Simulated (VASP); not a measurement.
Wanted: the native input for a VASP 6.6.1 run.

```
Task                   : single point
Functional             : r2SCAN
Potentials or basis    : VASP PAW PBE potentials, release 64 (Ni, O)
Cutoff                 : 520 eV
k mesh                 : 10 × 10 × 8
Occupations            : gaussian, width 0.02 eV
Spin                   : collinear spin, ferromagnetic start
Starting moments       : [1.83, 1.83, 0.31, 0.31] μB
Dipole correction      : no
Further INCAR settings : ALGO = Normal; EDIFF = 1e-06; NBANDS = 28
```

The system is NiO.

```xyz
4
Lattice="2.1362 2.1362 0.0000 -2.1362 2.1362 0.0000 0.0000 0.0000 4.1341" Properties=species:S:1:pos:R:3 pbc="T T T"
Ni    0.0000    0.0000    0.0000
Ni    0.0000    2.1362    2.0671
O     0.0000    2.1362    0.0000
O     0.0000    0.0000    2.0671
```

One way to write it, as run:

POSCAR

```
NiO
1.0
    2.1361844669      2.1361844669      0.0000000000
   -2.1361844669      2.1361844669      0.0000000000
    0.0000000000      0.0000000000      4.1341126794
Ni O
2 2
Direct
    0.0000000000      0.0000000000      0.0000000000
    0.5000000000      0.5000000000      0.5000000000
    0.5000000000      0.5000000000      0.0000000000
    0.0000000000      0.0000000000      0.5000000000
```

INCAR.step1

```
SYSTEM = NiO
  PREC = Accurate
  ENCUT = 520
  ISMEAR = 0
  SIGMA = 0.02
  LREAL = .False.
  LASPH = .True.
  NELM = 150
  ISPIN = 2
  MAGMOM = 1.83 1.83 0.31 0.31
  LMAXMIX = 4
  NBANDS = 28
  GGA = PE
  ALGO = Normal
  EDIFF = 1E-4
  LWAVE = .True.
  LCHARG = .False.
```

INCAR.step2

```
SYSTEM = NiO
  PREC = Accurate
  ENCUT = 520
  EDIFF = 1E-6
  ISMEAR = 0
  SIGMA = 0.02
  LREAL = .False.
  LASPH = .True.
  NELM = 150
  ALGO = Normal
  ISIF = 2
  LWAVE = .False.
  LCHARG = .False.
  ISPIN = 2
  MAGMOM = 1.83 1.83 0.31 0.31
  LORBIT = 11
  LMAXMIX = 4
  METAGGA = R2SCAN
  LMIXTAU = .True.
  NBANDS = 28
  ISTART = 1
```

KPOINTS

```
Automatic mesh
0
Gamma
  10 10 8
  0 0 0
```

Potentials or basis: VASP PAW PBE potentials, release 64 (Ni, O).

Command:

```console
$ cat potpaw_PBE.64/Ni/POTCAR potpaw_PBE.64/O/POTCAR > POTCAR
$ cp INCAR.step1 INCAR
$ mpirun -np 1 vasp_std > vasp.out
$ cp INCAR.step2 INCAR
$ mpirun -np 1 vasp_std > vasp.out
```

Results of the run:

```yaml
Pressure: -4.9 GPa
Band_gap_on_the_k_mesh: 0.65 eV
Net_moment: 4.00 μB per cell
Site_moments: Ni +1.70; O +0.27 μB
Valence_electrons_inside_the_program's_atomic_spheres: Ni 8.87; O 5.03
```

Caveat: the PAW data sets were made with another functional, which shifts forces and pressure a little.

Run time: 22 min on 1 thread of Oxide Virtual Turin-like Processor, with other jobs on the host, peak memory 0.25 GiB.
